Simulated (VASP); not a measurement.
# HgH3: single point with PBE

HgH3:

```
Hg H
1.0
     4.87780    0.00000    0.00000
     0.00000    4.87780    0.00000
     0.00000    0.00000    4.87780
Hg H
2 6
Direct
  0.50000 0.50000 0.50000
  0.00000 0.00000 0.00000
  0.14135 0.50000 0.50000
  0.85865 0.50000 0.50000
  0.50000 0.14135 0.50000
  0.50000 0.85865 0.50000
  0.50000 0.50000 0.14135
  0.50000 0.50000 0.85865
```

- Program: VASP 6.6.1
- Task: single point
- Functional: PBE
- Potentials or basis: VASP PAW PBE potentials, release 64 (Hg, H)
- Cutoff: 520 eV
- k mesh: 4 × 4 × 4
- Occupations: gaussian, width 0.1 eV
- Spin: no spin polarisation

The pressure is -0.4 GPa and the largest force is 0.729 eV/Å. The band gap on the k mesh is zero (band 15 reaches -1.70 eV, above the bottom of band 16 at -1.97 eV).

Forces on the atoms (eV/Å):
```
Hg   0.000  0.000  0.000
Hg   0.000  0.000  0.000
H   -0.729  0.000  0.000
H    0.729  0.000  0.000
H    0.000 -0.729  0.000
H    0.000  0.729  0.000
H    0.000  0.000 -0.729
H    0.000  0.000  0.729
```

Levels at points of the mesh, in eV from the Fermi level:
| k point | band 13 | band 14 | band 15 | band 16 | band 17 | band 18 |
| --- | --- | --- | --- | --- | --- | --- |
| (0.00, 0.00, 0.00) | -0.32 | -0.32 | -0.25 | -0.25 | -0.25 | 5.93 |
| (0.50, 0.00, 0.00) | -0.88 | -0.32 | -0.04 | -0.04 | 2.31 | 5.66 |
| (0.50, 0.50, 0.00) | -4.19 | -1.18 | 0.02 | 1.11 | 4.53 | 4.53 |
| (0.50, 0.50, 0.50) | -3.86 | -3.86 | -0.79 | 3.55 | 3.55 | 3.55 |

Wall time 25 s on 1 thread of Intel Xeon 6975P-C, with other jobs on the host, peak memory 0.21 GiB.

Caveat: spin-orbit coupling is left out, which moves the levels of the heavy elements.
